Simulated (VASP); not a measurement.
## Pd: single point with LDA

Pd:

```
CELL_PARAMETERS angstrom
0.00000 1.92114 1.92114
1.92114 0.00000 1.92114
1.92114 1.92114 0.00000
ATOMIC_POSITIONS crystal
Pd 0.00000 0.00000 0.00000
```

```json
{
 "Program": "VASP 6.6.1",
 "Task": "single point",
 "Functional": "LDA",
 "Potentials or basis": "VASP PAW LDA potentials, release 64 (Pd)",
 "Cutoff": "520 eV",
 "k mesh": "14 × 14 × 14",
 "Occupations": "methfessel-paxton, width 0.2 eV",
 "Spin": "no spin polarisation",
 "Dipole correction": "no",
 "Further INCAR settings": "ALGO = Normal; EDIFF = 1e-07; NBANDS = 11"
}
```

| Quantity | Value |
| --- | --- |
| Pressure | -0.1 GPa |
| Band gap on the k mesh | zero (band 5 reaches 10.60 eV, above the bottom of band 6 at 8.90 eV) |

Levels at points of the mesh, in eV from the Fermi level:
```
           k point  band 2  band 3  band 4  band 5  band 6  band 7  band 8  band 9
(0.00, 0.00, 0.00)   -3.05   -3.05   -3.05   -1.30   -1.30   17.15   22.09   22.09
(0.50, 0.00, 0.00)   -3.10   -3.10   -0.01   -0.01    0.86    7.58   16.53   21.31
(0.50, 0.50, 0.00)   -5.48   -0.03    0.32    0.32    3.26   11.14   13.29   13.29
```

Wall time 12 s on 1 thread of Intel(R) Xeon(R) Platinum 8259CL CPU @ 2.50GHz (Skylake/Cascade Lake) (shared host), peak memory 0.13 GiB.
